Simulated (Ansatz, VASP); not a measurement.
# Tc in VASP and in Ansatz

The input INCAR:

```
SYSTEM = Tc
PREC     = Accurate       ! precision mode
ENCUT    = 500            ! plane-wave cutoff, eV
EDIFF    = 1E-6           ! SCF threshold, eV
ISMEAR   = -1             ! smearing method
SIGMA    = 0.05           ! smearing width, eV
LREAL    = .False.        ! projectors in reciprocal space
LASPH    = .True.         ! aspherical terms in the spheres
NELM     = 120            ! most SCF steps
ALGO     = Normal         ! electronic algorithm
ISIF     = 2              ! what is computed and relaxed
LWAVE    = .False.        ! write WAVECAR
LCHARG   = .False.        ! write CHGCAR
GGA      = PS             ! functional
NBANDS   = 12             ! bands
GGA_COMPAT= .False.
```

KPOINTS

```
regular mesh
0
Gamma
  11 11 11
  0 0 0
```

File POSCAR:

```
Tc
1.0
    2.7577160000      0.0000000000      0.0000000000
    1.3788580000      2.3882521124      0.0000000000
    1.3788580000      0.7960840375      2.2516656852
Tc
1
Direct
    0.0000000000      0.0000000000      0.0000000000
```

Input for Ansatz:

```yaml
crystal:
  lattice:
    - [2.757716, 0.0, 0.0]
    - [1.3788580000000001, 2.3882521124228067, 0.0]
    - [1.3788580000000001, 0.796084037474269, 2.2516656851696846]
  atoms:
    - { symbol: Tc, position: [0.0, 0.0, 0.0] }
kpoints:
  mp_grid:
    grid: [11, 11, 11]
    shift: [0.0, 0.0, 0.0]
hamiltonian:
  xc: pbesol
  pseudopotentials:
    kind: all_electron
    lapw: {}
scf:
  occupations:
    method: fermi_dirac
    width: 0.05
output:
  stress: true
```

Alike in both runs: task single point; functional PBEsol; k mesh 11 × 11 × 11; occupations fermi-dirac, width 0.05 eV; no spin polarisation.

|  | VASP | Ansatz |
| --- | --- | --- |
| version | VASP 6.6.1 | Ansatz 0.2.0 |
| potentials or method | VASP PAW PBE potentials, release 64 (Tc_pv), cutoff 500 eV | all-electron (LAPW or listed datasets) |

```tsv
	VASP	Ansatz	Ansatz less VASP
pressure (GPa)	-16.0	-15.3	+0.71
```

VASP's potentials were made for PBE, not for PBEsol. Ansatz ran all-electron here, and VASP with PAW potentials.
